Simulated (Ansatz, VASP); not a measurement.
# One calculation of SiC, two programs

```
Si C
1.0
     0.00000    2.08704    2.08704
     2.08704    0.00000    2.08704
     2.08704    2.08704    0.00000
Si C
1 1
Direct
  0.00000 0.00000 0.00000
  0.75000 0.75000 0.75000
```

Change from the starting cell: strain -0.040 along x and y, -0.040 along z, atoms carried along.

Alike in both runs: task single point; functional PBEsol; k mesh 12 × 12 × 12; occupations gaussian, width 0.05 eV; no spin polarisation.

```csv
,VASP,Ansatz
version,VASP 6.6.1,Ansatz 0.2.0
potentials or method,"VASP PAW PBE potentials, release 64 (Si, C), cutoff 520 eV","scalar-relativistic, plane waves, PAW"
valence electrons in the cell,8,8
```

Ansatz gave:

```
gap on the k mesh at the Fermi level (eV) : 1.12
least direct gap on the mesh (eV)         : 4.58
pressure (GPa)                            : 36.4
```

Which values does VASP return?

gap on the k mesh at the Fermi level (eV): 1.11; least direct gap on the mesh (eV): 4.56; pressure (GPa): 36.9.

VASP's potentials were made for PBE, not for PBEsol. Both programs put the cell under a high pressure, so it lies far from rest at this level.
